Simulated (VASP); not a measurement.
Wanted: the native input for a VASP 6.6.1 run.

- Task: single point
- Functional: PBE
- Potentials or basis: VASP PAW PBE potentials, release 64 (K_sv, F)
- Cutoff: 520 eV
- k mesh: 2 × 2 × 2, shifted
- Occupations: gaussian, width 0.01 eV
- Spin: no spin polarisation
- Dipole correction: no
- Further INCAR settings: LREAL = Auto; ALGO = Normal; EDIFF = 1e-07; NBANDS = 151

The structure of K17F15 (a cell with a defect) lies in POSCAR:

```
K17F15
1.0
    5.4206645416     -5.4206645416     -5.4206645416
   -5.4206645416     -5.4206645416      5.4206645416
   -5.4206645416      5.4206645416     -5.4206645416
K F
17 15
Direct
    0.2500000000      0.7815266657      0.0315266657
    0.2500000000      1.0000000000      0.7500000000
    0.2500000000      0.2184733343      0.4684733343
    0.0000000000      0.7500000000      0.2500000000
    0.2500000000      0.5000000000      0.2500000000
    1.0000000000      1.0000000000      1.0000000000
   -0.0315266657      0.2184733343      0.7500000000
    0.7500000000      0.7500000000      0.5000000000
   -0.0315266657      0.5000000000      0.4684733343
    0.7500000000      1.0000000000      0.2500000000
    0.7500000000      0.2500000000      0.0000000000
    0.5315266657      0.7815266657      0.7500000000
    0.7500000000      0.5000000000      0.7500000000
    0.5000000000      1.0000000000      0.5000000000
    0.5000000000      0.2500000000      0.2500000000
    0.5315266657      0.5000000000      0.0315266657
    0.2500000000      0.5000000000      0.7500000000
    0.2500000000      0.7544349956      0.4955650044
    0.2500000000      0.0000000000      0.2500000000
   -0.0044349956      0.5000000000      0.0044349956
    0.2500000000      0.2455650044      0.0044349956
   -0.0044349956      0.7544349956      0.7500000000
   -0.0044349956     -0.0088699912      0.4955650044
    0.7500000000      0.5000000000      0.2500000000
   -0.0044349956      0.2455650044      0.2411300088
    0.7588699912      0.7544349956      0.0044349956
    0.7500000000      0.0000000000      0.7500000000
    0.5044349956      0.5000000000      0.4955650044
    0.7411300088      0.2455650044      0.4955650044
    0.5044349956      0.7544349956      0.2588699912
    0.5044349956      0.0088699912      0.0044349956
    0.5044349956      0.2455650044      0.7500000000
```

These files were run (other wordings do the same):

INCAR

```
SYSTEM = K17F15
  ALGO = Normal
  EDIFF = 1E-7
  ENCUT = 520
  GGA = PE
  ISIF = 2
  ISMEAR = 0
  LASPH = .True.
  LCHARG = .True.
  LELF = .True.
  LREAL = Auto
  LVHAR = .True.
  LWAVE = .False.
  NBANDS = 151
  NELM = 60
  PREC = Accurate
  SIGMA = 0.01
```

KPOINTS

```
Automatic mesh
0
Gamma
  2 2 2
  0.5 0.5 0.5
```

Potentials or basis: VASP PAW PBE potentials, release 64 (K_sv, F).

The run is started by

```bash
$ cat potpaw_PBE.64/K_sv/POTCAR potpaw_PBE.64/F/POTCAR > POTCAR
$ mpirun -np 1 vasp_std > vasp.out
```

It gave:

* Pressure: 3.5 GPa
* Largest force: 0.030 eV/Å
* Band gap on the k mesh: 1.18 eV

Wall time 22 min on 1 thread of Intel Xeon 8259CL, with other jobs on the host, peak memory 0.71 GiB.
